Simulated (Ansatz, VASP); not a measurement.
TaBe3Al in VASP and in Ansatz

```
Ta Be Al
1.0
     4.44065    0.00000    0.00000
     0.00000    4.44065    0.00000
     0.00000    0.00000    4.44065
Ta Be Al
1 3 1
Direct
  0.50000 0.50000 0.50000
  0.00000 0.50000 0.50000
  0.50000 0.00000 0.50000
  0.50000 0.50000 0.00000
  0.00000 0.00000 0.00000
```

Alike in both runs: functional PBE; k mesh 6 × 6 × 6; occupations gaussian, width 0.1 eV; no spin polarisation.

Ansatz relaxed the structure, and its values are those at the end. VASP's run is a single point on that final structure, the one shown.

|  | VASP | Ansatz |
| --- | --- | --- |
| version | VASP 6.6.1 | Ansatz 0.2.0 |
| potentials or method | VASP PAW PBE potentials, release 64 (Ta_pv, Be, Al), cutoff 520 eV | scalar-relativistic, plane waves, PAW |
| valence electrons in the cell | 20 | 22 |

```tsv
	VASP	Ansatz	Ansatz less VASP
gap on the k mesh at the Fermi level (eV)	none	none	-
pressure (GPa)	0.1	0.0	-0.04
```

A gap of «none» marks a metal or a gap that the smearing closes. The functional is the same, so the differences come from potentials, cutoffs and numerics. VASP's potentials hold 20 valence electrons a cell and Ansatz's 22, so a difference there can come from the potentials and not from the codes.

Spin-orbit coupling is off throughout.
